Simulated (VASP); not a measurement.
Al, 1 atom in the cell. It takes space group Fm-3m (No. 225, cubic). Conventional cell: a = 3.984 Å, b = 3.984 Å, c = 3.984 Å, α = 90.00°, β = 90.00°, γ = 90.00°. Within 3.7 Å of Al (site symmetry m-3m) lie 12 Al at 2.82 Å. 

| Quantity | Value |
| --- | --- |
| Program | VASP 6.6.1 |
| Task | single point |
| Functional | LDA |
| Potentials or basis | VASP PAW LDA potentials, release 64 (Al) |
| Cutoff | 520 eV |
| k mesh | 18 × 18 × 18 |
| Occupations | fermi-dirac, width 0.05 eV |
| Spin | no spin polarisation |
| Dipole correction | no |
| Further INCAR settings | ALGO = Normal; EDIFF = 1e-06; NBANDS = 8 |

Potentials or basis: VASP PAW LDA potentials, release 64 (Al).

Launch:

```console
$ cat potpaw_LDA.64/Al/POTCAR > POTCAR
$ mpirun -np 1 vasp_std > vasp.out
```

Hardware: 1 thread of Intel(R) Xeon(R) Platinum 8375C CPU @ 2.90GHz (Ice Lake), with other jobs on the host.

Estimate the wall time of this run.

It took 13 s on 1 thread of Intel(R) Xeon(R) Platinum 8375C CPU @ 2.90GHz (Ice Lake) (shared host), peak memory 0.13 GiB. Counts: scf iterations 9, k points 195.
